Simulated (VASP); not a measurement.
Input of a VASP 6.6.1 run:

INCAR

```
ALGO = Normal
EDIFF = 1E-6
ENCUT = 520
GGA = PS
ISIF = 2
ISMEAR = -1
ISPIN = 2
LASPH = True
LCHARG = False
LMAXMIX = 6
LORBIT = 11
LREAL = False
LWAVE = False
MAGMOM = 6
NBANDS = 20
NELM = 150
PREC = Accurate
SIGMA = 0.1
```

Contents of KPOINTS:

```
k-points
0
Gamma
  8 8 8
```

Contents of POSCAR:

```
Tb
1.0
   -2.0100000000      2.0100000000      2.0100000000
    2.0100000000     -2.0100000000      2.0100000000
    2.0100000000      2.0100000000     -2.0100000000
Tb
1
Direct
    0.0000000000      0.0000000000      0.0000000000
```

Potentials or basis: VASP PAW PBE potentials, release 64 (Tb).

Run with:

```bash
$ cat potpaw_PBE.64/Tb/POTCAR > POTCAR
$ mpirun -np 1 vasp_std > vasp.out
```

Task: Estimate the net moment.

Result: 5.99 μB per cell.

Task: Estimate the site moments.

Result: Tb +5.73 μB.

Caveat: the magnetic or orbital state may not be the lowest. The state reached can hang on the start; a lower one may exist.
